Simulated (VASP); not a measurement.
A run of VASP 6.6.1 is set up as follows.

Contents of POSCAR:

```
H
1.0
   -1.6915344700      1.6915344700      2.0584739900
    1.6915344700     -1.6915344700      2.0584739900
    1.6915344700      1.6915344700     -2.0584739900
H
2
Direct
    0.0901377100      0.0901377100      0.0000000000
    0.9098622900      0.9098622900      0.0000000000
```

Contents of INCAR.step1:

```
SYSTEM = H
PREC = Accurate
ENCUT = 520
EDIFF = 1E-5
ISMEAR = -1
SIGMA = 0.05
LREAL = .FALSE.
LASPH = .TRUE.
NELM = 100
ALGO = Normal
ISIF = 2
LWAVE = .TRUE.
NBANDS = 8
GGA = PE
```

File INCAR.step2:

```
SYSTEM = H
PREC = Accurate
ENCUT = 520
EDIFF = 1E-7
ISMEAR = -1
SIGMA = 0.05
LREAL = .FALSE.
LASPH = .TRUE.
NELM = 100
ALGO = Normal
ISIF = 2
LWAVE = .FALSE.
LCHARG = .TRUE.
GGA = PE
LHFCALC = .TRUE.
AEXX = 0.4
HFSCREEN = 0.2
PRECFOCK = Normal
LELF = .TRUE.
LVHAR = .TRUE.
NBANDS = 8
ISTART = 1
```

KPOINTS

```
Automatic mesh
0
G
  6 6 6
  0 0 0
```

Potentials or basis: VASP PAW PBE potentials, release 64 (H).

Launch:

```sh
$ cat potpaw_PBE.64/H/POTCAR > POTCAR
$ cp INCAR.step1 INCAR
$ mpirun -np 1 vasp_std > vasp.out
$ cp INCAR.step2 INCAR
$ mpirun -np 1 vasp_std > vasp.out
```

(1) Predict the largest force.

(2) What does it give for the band gap on the k mesh?

(3) Estimate the pressure.

Answers

(1) 0.023 eV/Å.

(2) 11.46 eV (least direct gap 12.36 eV).

(3) 0.1 GPa.

Caveat: this functional lacks dispersion, which holds the molecules together, so the pressure and a relaxed volume are unreliable; the PAW data sets were made with another functional, which shifts forces and pressure a little.
